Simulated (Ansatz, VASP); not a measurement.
## Two plane-wave programs on BP

```
B P
1.0
     3.20394    0.00000    0.00000
    -1.60197    2.77469    0.00000
     0.00000    0.00000    8.46662
B P
2 2
Direct
  0.33333 0.66667 0.25000
  0.66667 0.33333 0.75000
  0.66667 0.33333 0.25000
  0.33333 0.66667 0.75000
```

Alike in both runs: task single point; functional HSE06; k mesh 6 × 6 × 2; no spin polarisation.

|  | VASP | Ansatz |
| --- | --- | --- |
| version | VASP 6.6.1 | Ansatz 0.2.0 |
| potentials or method | VASP PAW PBE potentials, release 64 (B, P) | plane waves, PAW |
| plane-wave cutoff (eV) | 520 | 420 |
| occupations | gaussian, width 0.01 eV | fixed |
| valence electrons in the cell | 16 | 16 |

```csv
,VASP,Ansatz,Ansatz less VASP
gap on the k mesh at the Fermi level (eV),1.33,1.32,-0.012
pressure (GPa),-0.5,-0.2,+0.36
"traceless stress, the component that is largest in VASP (GPa)",0.96,0.65,-0.307
```

Ansatz's warnings: stress exchange threshold loose, stress scf threshold loose.
